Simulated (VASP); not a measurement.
Set up this calculation in VASP 6.6.1, as the native input.

- Task: single point
- Functional: PBE
- Potentials or basis: VASP PAW PBE potentials, release 64 (Nb_sv)
- Cutoff: 500 eV
- k mesh: 9 × 9 × 9
- Occupations: gaussian, width 0.1 eV
- Spin: no spin polarisation
- Dipole correction: no
- Further INCAR settings: ALGO = Normal; EDIFF = 1e-06; NBANDS = 12

The structure of Nb lies in POSCAR:

```
Nb
1.0
   -1.6639500000      1.6639500000      1.6639500000
    1.6639500000     -1.6639500000      1.6639500000
    1.6639500000      1.6639500000     -1.6639500000
Nb
1
Direct
    0.0000000000      0.0000000000      0.0000000000
```

One way to write it, as run:

INCAR

```
SYSTEM = Nb
ALGO = Normal
EDIFF = 1E-6
ENCUT = 500
GGA = PE
GGA_COMPAT = .FALSE.
ISIF = 2
ISMEAR = 0
LASPH = .TRUE.
LCHARG = .FALSE.
LREAL = .FALSE.
LWAVE = .FALSE.
NBANDS = 12
NELM = 120
PREC = Accurate
SIGMA = 0.1
```

KPOINTS

```
k-points
0
G
  9 9 9
  0 0 0
```

Potentials or basis: VASP PAW PBE potentials, release 64 (Nb_sv).

Run with:

```sh
$ cat potpaw_PBE.64/Nb_sv/POTCAR > POTCAR
$ mpirun -np 1 vasp_std > vasp.out
```

It gave:

```json
{"Pressure": "-3.3 GPa"}
```

Run time: 6.5 s on 1 thread of Intel(R) Xeon(R) 6975P-C (Granite Rapids), with other jobs on the host, peak memory 0.13 GiB.
